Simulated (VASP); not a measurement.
Input of a VASP 6.6.1 run:

Contents of POSCAR:

```
Te2Mo
1.0
    1.7379397285      1.0238775205      7.1041367205
   -1.7379397285      1.0238775205      7.1041367205
    0.0000000000     -2.0477550409      7.1041367205
Mo Te
1 2
Direct
    0.0009516803      0.0009516803     -0.0020196653
    0.4173913951      0.4173913951      0.4191602416
    0.2483235912      0.2483235912      0.2495260903
```

Contents of INCAR.step1:

```
SYSTEM = Te2Mo
ALGO = Normal
EDIFF = 1E-5
ENCUT = 550
GGA = PE
GGA_COMPAT = .FALSE.
ISMEAR = 0
LASPH = .TRUE.
LCHARG = .FALSE.
LREAL = .FALSE.
LWAVE = .TRUE.
NBANDS = 20
NELM = 120
PREC = Accurate
SIGMA = 0.01
```

Contents of INCAR.step2:

```
SYSTEM = Te2Mo
ALGO = Normal
EDIFF = 1E-6
ENCUT = 550
GGA_COMPAT = .FALSE.
ISIF = 2
ISMEAR = 0
ISTART = 1
LASPH = .TRUE.
LCHARG = .TRUE.
LELF = .TRUE.
LMIXTAU = .TRUE.
LREAL = .FALSE.
LVHAR = .TRUE.
LWAVE = .FALSE.
METAGGA = R2SCAN
NBANDS = 20
NELM = 120
PREC = Accurate
SIGMA = 0.01
```

File KPOINTS:

```
k-points
0
G
  8 8 8
  0 0 0
```

Potentials or basis: VASP PAW PBE potentials, release 64 (Mo_sv, Te).

Command:

```bash
$ cat potpaw_PBE.64/Mo_sv/POTCAR potpaw_PBE.64/Te/POTCAR > POTCAR
$ cp INCAR.step1 INCAR
$ mpirun -np 1 vasp_std > vasp.out
$ cp INCAR.step2 INCAR
$ mpirun -np 1 vasp_std > vasp.out
```

(1) Estimate the largest force.

(2) What does it give for the pressure?

Answers

(1) 0.007 eV/Å.

(2) 2.6 GPa.

Caveat: the cell differs from its parent crystal (uniaxial x strain -2.0%); the PAW data sets were made with another functional, which shifts forces and pressure a little.
